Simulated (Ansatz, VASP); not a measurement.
# Ag in VASP and in Ansatz

The input INCAR:

```
SYSTEM = Ag
PREC = Accurate
ENCUT = 520
EDIFF = 1E-8
ISMEAR = -1
SIGMA = 0.05
LREAL = .False.
LASPH = .True.
NELM = 80
ALGO = Normal
ISIF = 2
LWAVE = .False.
LCHARG = .False.
LEFG = .True.
NBANDS = 18
```

The input KPOINTS:

```
Automatic mesh
0
Gamma
  14 14 8
  0 0 0
```

Contents of POSCAR:

```
Ag
1.0
    2.8903986575      0.0000000000      0.0000000000
   -1.4451993287      2.5031586645      0.0000000000
    0.0000000000      0.0000000000      4.7252623344
Ag
2
Direct
    0.3333333333      0.6666666667      0.2500000000
    0.6666666667      0.3333333333      0.7500000000
```

Input for Ansatz:

```yaml
crystal:
  lattice:
    - [2.8903986575, 0.0, 0.0]
    - [-1.4451993287, 2.5031586645, 0.0]
    - [0.0, 0.0, 4.7252623344]
  atoms:
    - { symbol: Ag, position: [0.3333333333, 0.6666666667, 0.25] }
    - { symbol: Ag, position: [0.6666666667, 0.3333333333, 0.75] }
kpoints:
  mp_grid: { grid: [14, 14, 8] }
scf:
  occupations: { method: fermi_dirac, width: 0.05 }
hamiltonian:
  xc: lda
  pseudopotentials: { kind: all_electron, datasets: crystal }
output:
  forces: true
  stress: true
  eigenvalues: true
  efg: { contact_densities: true }
```

Change from the starting cell: volume scaled by 0.96, crystal datasets.

Alike in both runs: task electric field gradients; functional LDA; k mesh 14 × 14 × 8; occupations fermi-dirac, width 0.05 eV; no spin polarisation.

```csv
,VASP,Ansatz
version,VASP 6.6.1,Ansatz 0.2.0
potentials or method,"VASP PAW LDA potentials, release 64 (Ag), cutoff 520 eV","all-electron PAW with datasets made for the crystal, scalar-relativistic"
```

VASP gave:

```
pressure (GPa)                                                : -7.0
traceless stress, the component that is largest in VASP (GPa) : -0.22
size of Vzz on the site where it differs most (V/Å²)          : 3.9
```

Task: Estimate Ansatz's values.

Result: Pressure (GPa): -7.2; traceless stress, the component that is largest in VASP (GPa): -0.21; size of Vzz on the site where it differs most (V/Å²): 4.2.

LDA's correlation is that of Perdew and Zunger in VASP and of Perdew and Wang (1992) in Ansatz. Ansatz ran all-electron here, and VASP with PAW potentials.
